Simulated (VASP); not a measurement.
A run of VASP 6.6.1:

The input POSCAR:

```
Re
1.0
    0.0000000000      1.9157500000      1.9453750000
    1.9157500000      0.0000000000      1.9453750000
    1.9157500000      1.9157500000      0.0000000000
Re
1
Direct
    0.0000000000      0.0000000000      0.0000000000
```

INCAR.step1

```
SYSTEM = Re
PREC = Accurate
ENCUT = 520
ISMEAR = 0
SIGMA = 0.15
LREAL = .False.
LASPH = .True.
NELM = 60
NBANDS = 10
GGA = PE
ALGO = Normal
EDIFF = 1E-4
LWAVE = .True.
LCHARG = .False.
```

Contents of INCAR.step2:

```
SYSTEM = Re
PREC = Accurate
ENCUT = 520
EDIFF = 1E-7
ISMEAR = 0
SIGMA = 0.15
LREAL = .False.
LASPH = .True.
NELM = 60
ALGO = Normal
ISIF = 2
LWAVE = .False.
LCHARG = .False.
METAGGA = R2SCAN
LMIXTAU = .True.
NBANDS = 10
ISTART = 1
```

File KPOINTS:

```
regular mesh
0
Gamma
  20 20 20
  0 0 0
```

Potentials or basis: VASP PAW PBE potentials, release 64 (Re).

The run is started by

```sh
$ cat potpaw_PBE.64/Re/POTCAR > POTCAR
$ cp INCAR.step1 INCAR
$ mpirun -np 1 vasp_std > vasp.out
$ cp INCAR.step2 INCAR
$ mpirun -np 1 vasp_std > vasp.out
```

Hardware: 1 thread of Intel(R) Xeon(R) 6975P-C (Granite Rapids), on a shared host.

Q: How long does it take, and how much memory?

A: Wall time 2.5 min on 1 thread of Intel(R) Xeon(R) 6975P-C (Granite Rapids), on a shared host, peak memory 0.21 GiB. Counts: k points 641.
